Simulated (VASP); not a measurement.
## Ir: single point with PBEsol

Crystal: Ir.

```
Ir
1.0
     1.85762    1.85762    0.00000
    -1.85762    1.85762    0.00000
     0.00000    0.00000    3.71524
Ir
2
Direct
  0.00000 0.00000 0.00000
  0.50000 0.50000 0.50000
```

This cell differs from its parent crystal: equal strain along all axes, cell held: -3.0 %.

```
Program             : VASP 6.6.1
Task                : single point
Functional          : PBEsol
Potentials or basis : VASP PAW PBE potentials, release 64 (Ir)
Cutoff              : 520 eV
k mesh              : 20 × 20 × 14
Occupations         : gaussian, width 0.1 eV
Spin                : no spin polarisation
```

| Item | Value |
| --- | --- |
| Pressure | 46.5 GPa |
| Band gap on the k mesh | zero (band 9 reaches 13.84 eV, above the bottom of band 10 at 9.84 eV) |

Levels at points of the mesh, in eV from the Fermi level:
```tsv
k point	band 5	band 6	band 7	band 8	band 9	band 10	band 11	band 12	band 13	band 14
(0.00, 0.00, 0.00)	-4.52	-4.51	-1.35	-1.34	1.10	1.69	1.80	1.80	11.93	12.17
(0.50, 0.00, 0.00)	-5.31	-5.31	-2.85	-2.85	-1.60	-1.60	3.36	3.36	12.51	12.51
(0.50, 0.50, 0.00)	1.10	1.10	1.69	1.69	1.80	1.80	1.80	1.80	12.16	12.17
(0.00, 0.00, 0.50)	-3.53	-3.53	-2.19	-2.19	-2.19	-2.19	-0.22	-0.22	18.48	18.48
(0.50, 0.00, 0.50)	-4.65	-4.65	-1.04	-1.04	1.11	1.11	1.11	1.11	8.33	8.33
(0.50, 0.50, 0.50)	-5.62	-5.62	-2.12	-2.12	1.81	1.81	9.13	9.13	9.81	9.81
```

It took 3.8 min on 1 thread of Intel(R) Xeon(R) Platinum 8259CL CPU @ 2.50GHz (Skylake/Cascade Lake), on a shared host, peak memory 0.29 GiB.

Caveat: the cell differs from its parent crystal (equal strain along all axes, cell held: -3.0 %); the PAW data sets were made with another functional, which shifts forces and pressure a little; spin-orbit coupling is left out, which moves the levels of the heavy elements.
